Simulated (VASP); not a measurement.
# Cl (P6/mmm) in VASP: a series of runs

The runs below take Cl through single point, with LDA.

All numbers are computed with VASP 6.6.1; they aren't measurements. Logs are shortened: lines on timing, memory, paths and dates and some standing lists are left out, and cuts for length are marked.

## Step 1: The cell of the first run

It takes space group P6/mmm (No. 191, hexagonal). The conventional cell has a = 2.925 Å, b = 2.925 Å, c = 2.205 Å, α = 90.00°, β = 90.00°, γ = 120.00°. Cl (site symmetry 6/mmm) has 8 Cl at 2.20 to 2.93 Å within 3.0 Å.

## Step 2: Single point, LDA

The input, INCAR:

```
  PREC = Accurate
  ENCUT = 500
  EDIFF = 1E-6
  ISMEAR = -1
  SIGMA = 0.1
  LREAL = F
  LASPH = T
  NELM = 120
  ALGO = Normal
  ISIF = 2
  LWAVE = F
  LCHARG = T
  LELF = T
  LVHAR = T
  NBANDS = 10
  GGA_COMPAT = F
```

The input, KPOINTS:

```
Automatic mesh
0
Gamma
  16 16 14
```

The input, POSCAR:

```
Cl
1.0
    2.9251335938      0.0000000000      0.0000000000
   -1.4625667969      2.5332400017      0.0000000000
    0.0000000000      0.0000000000      2.2045724957
Cl
1
Direct
    0.0000000000      0.0000000000      0.0000000000
```

Potentials or basis: VASP PAW LDA potentials, release 64 (Cl).

Run with:

```
$ cat potpaw_LDA.64/Cl/POTCAR > POTCAR
$ mpirun -np 1 vasp_std > vasp.out
```

OUTCAR:

```text
PREC = Accurate
   ENCUT = 500
   EDIFF = 1E-6
   ISMEAR = -1
   LREAL = F
   LASPH = T
   NELM = 120
   ISIF = 2

 ion  position               nearest neighbor table
   1  0.000  0.000  0.000-

  LATTYP: Found a hexagonal cell.
 ALAT       =     2.9251335938
 C/A-ratio  =     0.7536655763

  Lattice vectors:

 A1 = (   2.9251335938,   0.0000000000,   0.0000000000)
 A2 = (  -1.4625667969,   2.5332400017,   0.0000000000)
 A3 = (   0.0000000000,   0.0000000000,   2.2045724957)

Analysis of symmetry for initial positions (statically):
=====================================================================
 Subroutine PRICEL returns:
 Original cell was already a primitive cell.

 Routine SETGRP: Setting up the symmetry group for a
 hexagonal supercell.

 Subroutine GETGRP returns: Found 24 space group operations
 (whereof 24 operations were pure point group operations)
 out of a pool of 24 trial point group operations.

The static configuration has the point symmetry D_6h.

Analysis of symmetry for dynamics (positions and initial velocities):
=====================================================================
 Subroutine PRICEL returns:
 Original cell was already a primitive cell.

 Routine SETGRP: Setting up the symmetry group for a
 hexagonal supercell.

 Subroutine GETGRP returns: Found 24 space group operations
 (whereof 24 operations were pure point group operations)
 out of a pool of 24 trial point group operations.

The dynamic configuration has the point symmetry D_6h.

 Subroutine INISYM returns: Found 24 space group operations
 (whereof 24 operations are pure point group operations),
 and found     1 'primitive' translations

----------------------------------------------------------------------------------------

                                     Primitive cell

  volume of cell :      16.3360

  direct lattice vectors                    reciprocal lattice vectors
     2.925133594  0.000000000  0.000000000     0.341864728  0.197375693  0.000000000
    -1.462566797  2.533240002  0.000000000     0.000000000  0.394751385  0.000000000
     0.000000000  0.000000000  2.204572496     0.000000000  0.000000000  0.453602683

  length of vectors
     2.925133594  2.925133594  2.204572496     0.394751385  0.394751385  0.453602683

  position of ions in fractional coordinates (direct lattice)
     0.000000000  0.000000000  0.000000000

  ion indices of the primitive-cell ions
   primitive index   ion index
                 1           1

----------------------------------------------------------------------------------------

 KPOINTS: Automatic mesh

Automatic generation of k-mesh.
 Grid dimensions read from file:
 generate k-points for:   16   16   14

 Generating k-lattice:

  Cartesian coordinates                     Fractional coordinates (reciprocal lattice)
     0.021366545  0.012335981  0.000000000     0.062500000  0.000000000  0.000000000
     0.000000000  0.024671962  0.000000000     0.000000000  0.062500000  0.000000000
     0.000000000  0.000000000  0.032400192     0.000000000  0.000000000  0.071428571

  Length of vectors
     0.024671962  0.024671962  0.032400192

  Shift w.r.t. Gamma in fractional coordinates (k-lattice)
     0.000000000  0.000000000  0.000000000

 Subroutine IBZKPT returns following result:
 ===========================================

 Found    240 irreducible k-points:

 Following reciprocal coordinates:
            Coordinates               Weight
  0.000000  0.000000  0.000000      1.000000
  0.062500  0.000000  0.000000      6.000000
  0.125000  0.000000  0.000000      6.000000
  0.187500  0.000000  0.000000      6.000000
  0.250000  0.000000  0.000000      6.000000
  0.312500  0.000000  0.000000      6.000000
[... 16 lines left out ...]
  0.187500  0.187500  0.000000      6.000000
  0.250000  0.187500  0.000000     12.000000
 [... further k-points ...]
   k-points           NKPTS =    240   k-points in BZ     NKDIM =    240   number of bands    NBANDS=     10
   number of dos      NEDOS =    301   number of ions     NIONS =      1
   total plane-waves  NPLWV =   9216
   dimension x,y,z NGX =    24 NGY =   24 NGZ =   16
   dimension x,y,z NGXF=    48 NGYF=   48 NGZF=   32
   ions per type =               1
   NGX,Y,Z   is equivalent  to a cutoff of  13.64, 13.64, 12.07 a.u.
   NGXF,Y,Z  is equivalent  to a cutoff of  27.28, 27.28, 24.13 a.u.
 SYSTEM =  unknown system
   PREC   = accura    normal or accurate (medium, high low for compatibility)
   ISTART =      0    job   : 0-new  1-cont  2-samecut
   ICHARG =      2    charge: 1-file 2-atom 10-const
   ISPIN  =      1    spin polarized calculation?
   LNONCOLLINEAR =      F non collinear calculations
   LSORBIT =      F    spin-orbit coupling
   LASPH  =      T    aspherical Exc in radial PAW
   ENCUT  =  500.0 eV  36.75 Ry    6.06 a.u.   5.33  5.33  4.02*2*pi/ulx,y,z
   NELM   =    120;   NELMIN=  2; NELMDL= -5     # of ELM steps
   EDIFF  = 0.1E-05   stopping-criterion for ELM
   LREAL  =      F    real-space projection
   EDIFFG = 0.1E-04   stopping-criterion for IOM
   NSW    =      0    number of steps for IOM
   IBRION =     -1    ionic relax: 0-MD 1-quasi-New 2-CG
   NFREE  =      0    steps in history (QN), initial steepest desc. (CG)
   ISIF   =      2    stress and relaxation
   ISYM   =      2    0-nonsym 1-usesym 2-fastsym
   POTIM  = 0.5000    time-step for ionic-motion
   TEBEG  =    0.0;   TEEND  =   0.0 temperature during run
   PSTRESS=    0.0 pullay stress
   NELECT =       7.0000    total number of electrons
   NUPDOWN=      -1.0000    fix difference up-down
   EMIN   =  10.00;   EMAX   =-10.00  energy-range for DOS
   EFERMI =   0.00;   METHOD = LEGACY
   ISMEAR =    -1;   SIGMA  =   0.10  broadening in eV -4-tet -1-fermi 0-gaus
   EFERMI_NEDOS =   21; number of points for ismear=-14 and -15
   IALGO  =     38    algorithm
   IMIX   =      4    mixing-type and parameters
     AMIX     =   0.40;   BMIX     =  1.00
     AMIX_MAG =   1.60;   BMIX_MAG =  1.00
  volume/ion in A,a.u.               =      16.34       110.24
  Fermi-wavevector in a.u.,A,eV,Ry     =   1.234218  2.332335 20.725689  1.523295
  Thomas-Fermi vector in A             =   2.368917
   LORBIT       =      0    0 simple, 1 ext, 2 COOP (PROOUT), +10 PAW based schemes
   GGA     = CA    functional components
   LHFCALC =     F    Hartree Fock is set to
   AEXX    =    0.0000 exact exchange contribution
   IVDW    =     0    specifies the selected vdW correction
   LEPSILON=     F    determine dielectric tensor
   LRPA    =     F    only Hartree local field effects (RPA)
 non-spin polarized calculation
  energy-cutoff  :      500.00
  volume of cell :       16.34
 maximum number of plane-waves:       440
 NGX is ok and might be reduce to    24
   NGX = 11   NGY = 11   NGZ =  9

 number of electron       7.0000003 magnetization

 Free energy of the ion-electron system (eV)
  ---------------------------------------------------
  ext. energy  EPLUGINS =         0.00000000
  ---------------------------------------------------
  free energy    TOTEN  =        -1.92084177 eV

  energy without entropy =       -1.90720374  energy(sigma->0) =       -1.91402275

 E-fermi :   5.6296     XC(G=0): -11.0663

 val. band max:        5.6282213994   @ k =   0.3125   0.0625   0.4286
 cond. band min:       5.6960687233   @ k =   0.1875   0.1250   0.4286
 fundamental gap:      0.0678473239
 Fermi energy:         5.6296211145

 k-point     1 :       0.0000    0.0000    0.0000
  band No.  band energies     occupation
      1     -13.1695      2.00000
      2       4.1695      2.00000
      3       4.1695      2.00000
      4       9.9858      0.00000
      5      12.3078      0.00000
      6      17.3573      0.00000
      7      17.3573      0.00000
      8      19.6398      0.00000
      9      23.9172      0.00000
     10      31.5446      0.00000

 k-point     2 :       0.0625    0.0000    0.0000
  band No.  band energies     occupation
      1     -13.1199      2.00000
      2       3.8328      2.00000
      3       4.1052      2.00000
      4      10.0076      0.00000
      5      12.6443      0.00000
      6      17.0098      0.00000
      7      17.5742      0.00000
      8      19.6978      0.00000
      9      24.5791      0.00000
     10      31.2688      0.00000

 k-point     3 :       0.1250    0.0000    0.0000
  band No.  band energies     occupation
      1     -12.9743      2.00000
      2       2.9827      2.00000
      3       3.9285      2.00000
      4      10.0703      0.00000
      5      13.3893      0.00000
      6      16.3906      0.00000
      7      18.2066      0.00000
      8      19.8738      0.00000
      9      26.2351      0.00000
     10      30.5802      0.00000

 k-point     4 :       0.1875    0.0000    0.0000
  band No.  band energies     occupation
      1     -12.7441      2.00000
      2       1.8955      2.00000
      3       3.6809      2.00000
      4      10.1660      0.00000
      5      13.7566      0.00000
      6      16.4096      0.00000
      7      19.2073      0.00000
      8      20.1726      0.00000
      9      28.4514      0.00000
     10      29.7232      0.00000
[... 222 lines left out ...]
 k-point    22 :       0.4375    0.1250    0.0000
  band No.  band energies     occupation
      1     -11.4528      2.00000
      2      -1.6433      2.00000
      3       1.9212      2.00000
      4      10.6269      0.00000
      5      13.3068      0.00000
      6      20.1123      0.00000
      7      21.8346      0.00000
      8      27.2431      0.00000
      9      27.6975      0.00000
     10      29.6055      0.00000

 k-point    23 :       0.1875    0.1875    0.0000
  band No.  band energies     occupation
      1     -12.0529      2.00000
      2      -0.0565      2.00000
      3       2.2879      2.00000
      4      10.4296      0.00000
      5      15.2065      0.00000
      6      16.2525      0.00000
      7      20.4932      0.00000
      8      23.8691      0.00000
      9      28.2611      0.00000
     10      30.3019      0.00000

 k-point    24 :       0.2500    0.1875    0.0000
  band No.  band energies     occupation
      1     -11.7718      2.00000
      2      -0.6463      2.00000
      3       1.7476      2.00000
      4      10.5264      0.00000
      5      15.0646      0.00000
      6      17.3746      0.00000
      7      20.7169      0.00000
      8      25.6386      0.00000
      9      27.8800      0.00000
     10      29.9149      0.00000

 [... further k-points ...]

------------------------ aborting loop because EDIFF is reached ----------------------------------------

  FORCE on cell =-STRESS in cart. coord.  units (eV):
  Direction    XX          YY          ZZ          XY          YZ          ZX
  --------------------------------------------------------------------------------------
  -------------------------------------------------------------------------------------
  Total        1.9234967      1.9234967      1.9135833      0.0000000     -0.0000000      0.0000000
  in kB      188.6494759    188.6494759    187.6772054      0.0000000     -0.0000000      0.0000000
  external PRESSURE =     188.3253858 kB  Pullay stress =       0.0000000 kB

 VOLUME and BASIS-vectors are now :
 -----------------------------------------------------------------------------
  energy-cutoff  :      500.00
  volume of cell :       16.34
      direct lattice vectors                 reciprocal lattice vectors
     2.925133594  0.000000000  0.000000000     0.341864728  0.197375693  0.000000000
    -1.462566797  2.533240002  0.000000000     0.000000000  0.394751385  0.000000000
     0.000000000  0.000000000  2.204572496     0.000000000  0.000000000  0.453602683

 POSITION                                       TOTAL-FORCE (eV/Angst)
 -----------------------------------------------------------------------------------
      0.00000      0.00000      0.00000         0.000000      0.000000      0.000000
 -----------------------------------------------------------------------------------
    total drift:                               -0.000000      0.000000     -0.000000

  FREE ENERGIE OF THE ION-ELECTRON SYSTEM (eV)
  ---------------------------------------------------
  free  energy   TOTEN  =        -1.9208417702 eV

  energy  without entropy=       -1.9072037357  energy(sigma->0) =       -1.91402275
```

Run time: 17 s. Hardware: 1 thread of Intel Xeon 8259CL, shared host; peak memory 0.14 GiB.

What came out:

- Free energy: -1.9208 eV
- Pressure: 18.8 GPa
- Band gap on the k mesh: zero (an odd number of electrons rules out a gap without spin polarisation)

Stress tensor (GPa, compression positive):
```
18.86  0.00  0.00
 0.00 18.86  0.00
 0.00  0.00 18.77
```

Levels at points of the mesh, in eV from the Fermi level:
```
           k point  band 1  band 2  band 3  band 4  band 5  band 6
(0.00, 0.00, 0.00)  -18.80   -1.46   -1.46    4.36    6.68   11.73
(0.50, 0.00, 0.00)  -17.15   -7.47   -2.84    4.97    6.31   14.54
(0.00, 0.00, 0.50)  -13.93   -9.34    1.26    1.26   13.13   13.13
(0.50, 0.00, 0.50)  -12.30   -8.07   -3.58    0.15    4.76   11.14
```

Caveat: the cell stands under pressure; an odd number of electrons without spin polarisation forces a metal; a magnetic or distorted state may lie lower.

## Step 3: Single point, LDA

The input, INCAR:

```
SYSTEM = Cl
ALGO = Normal
EDIFF = 1E-6
ENCUT = 500
GGA_COMPAT = .FALSE.
ISIF = 2
ISMEAR = -1
LASPH = .TRUE.
LCHARG = .FALSE.
LREAL = .FALSE.
LWAVE = .FALSE.
NBANDS = 10
NELM = 120
PREC = Accurate
SIGMA = 0.1
```

The input, KPOINTS:

```
k-points
0
G
  16 16 14
  0 0 0
```

The input, POSCAR:

```
Cl
1.0
    2.9252852193      0.0000000000      0.0000000000
   -1.4626426096      2.5333713132      0.0000000000
    0.0000000000      0.0000000000      2.2050393565
Cl
1
Direct
    0.0000000000      0.0000000000      0.0000000000
```

Potentials or basis: VASP PAW LDA potentials, release 64 (Cl).

Run with:

```
$ cat potpaw_LDA.64/Cl/POTCAR > POTCAR
$ mpirun -np 1 vasp_std > vasp.out
```

OUTCAR:

```text
SYSTEM = Cl
   EDIFF = 1E-6
   ENCUT = 500
   ISIF = 2
   ISMEAR = -1
   LASPH = .TRUE.
   LREAL = .FALSE.
   NELM = 120
   PREC = Accurate

 ion  position               nearest neighbor table
   1  0.000  0.000  0.000-

  LATTYP: Found a hexagonal cell.
 ALAT       =     2.9252852193
 C/A-ratio  =     0.7537861067

  Lattice vectors:

 A1 = (   2.9252852193,   0.0000000000,   0.0000000000)
 A2 = (  -1.4626426096,   2.5333713132,   0.0000000000)
[... 491 lines left out ...]
     10      29.9039      0.00000

 [... further k-points ...]

------------------------ aborting loop because EDIFF is reached ----------------------------------------

  FORCE on cell =-STRESS in cart. coord.  units (eV):
  Direction    XX          YY          ZZ          XY          YZ          ZX
  --------------------------------------------------------------------------------------
  -------------------------------------------------------------------------------------
  Total        1.9222602      1.9222602      1.9010532      0.0000000     -0.0000000     -0.0000000
  in kB      188.4687522    188.4687522    186.3894981      0.0000000     -0.0000000     -0.0000000
  external PRESSURE =     187.7756675 kB  Pullay stress =       0.0000000 kB

 VOLUME and BASIS-vectors are now :
 -----------------------------------------------------------------------------
  energy-cutoff  :      500.00
  volume of cell :       16.34
      direct lattice vectors                 reciprocal lattice vectors
     2.925285219  0.000000000  0.000000000     0.341847008  0.197365462  0.000000000
    -1.462642610  2.533371313  0.000000000     0.000000000  0.394730924  0.000000000
     0.000000000  0.000000000  2.205039356     0.000000000  0.000000000  0.453506645

 POSITION                                       TOTAL-FORCE (eV/Angst)
 -----------------------------------------------------------------------------------
      0.00000      0.00000      0.00000         0.000000      0.000000      0.000000
 -----------------------------------------------------------------------------------
    total drift:                                0.000000      0.000000     -0.000000

  FREE ENERGIE OF THE ION-ELECTRON SYSTEM (eV)
  ---------------------------------------------------
  free  energy   TOTEN  =        -1.9214511324 eV

  energy  without entropy=       -1.9078034426  energy(sigma->0) =       -1.91462729
```

OSZICAR:

```text
N       E                     dE             d eps       ncg     rms          rms(c)
DAV:   1     0.163785351784E+02    0.16379E+02   -0.31541E+03  4904   0.533E+02
DAV:   2    -0.148362283444E+01   -0.17862E+02   -0.17316E+02  6514   0.103E+02
DAV:   3    -0.196607226505E+01   -0.48245E+00   -0.47583E+00  5806   0.143E+01
DAV:   4    -0.196744768122E+01   -0.13754E-02   -0.13752E-02  6026   0.953E-01
DAV:   5    -0.196745190413E+01   -0.42229E-05   -0.42231E-05  5824   0.481E-02    0.129E+01
DAV:   6    -0.193356113875E+01    0.33891E-01   -0.22200E-02  5398   0.901E-01    0.792E+00
DAV:   7    -0.192195798599E+01    0.11603E-01   -0.38882E-02  5414   0.122E+00    0.178E-01
DAV:   8    -0.192144707894E+01    0.51091E-03   -0.26036E-03  5288   0.353E-01    0.627E-02
DAV:   9    -0.192145125653E+01   -0.41776E-05   -0.68686E-05  5786   0.604E-02    0.113E-02
DAV:  10    -0.192145113238E+01    0.12415E-06   -0.24894E-06  5250   0.102E-02
   1 F= -.19214511E+01 E0= -.19146273E+01  d E =-.136477E-01
```

stdout:

```text
POSCAR found type information on POSCAR Cl
 POSCAR found :  1 types and       1 ions
 scaLAPACK will be used
 LDA part: xc-table for (Slater(with rela. corr.)+CA(PZ))
 , standard interpolation
 POSCAR, INCAR and KPOINTS ok, starting setup
 FFT: planning ... GRIDC
 FFT: planning ... GRID_SOFT
 FFT: planning ... GRID
 WAVECAR not read
 entering main loop
```

Wall time 16 s (1 thread of Intel Xeon 8259CL, shared host); peak memory 0.14 GiB.

Results:

* Free energy: -1.9215 eV
* Pressure: 18.8 GPa
* Band gap on the k mesh: zero (an odd number of electrons rules out a gap without spin polarisation)

Caveat: the cell stands under pressure; an odd number of electrons without spin polarisation forces a metal; a magnetic or distorted state may lie lower.

The gap in the log of VASP goes by the Fermi energy; the results here count the filled bands.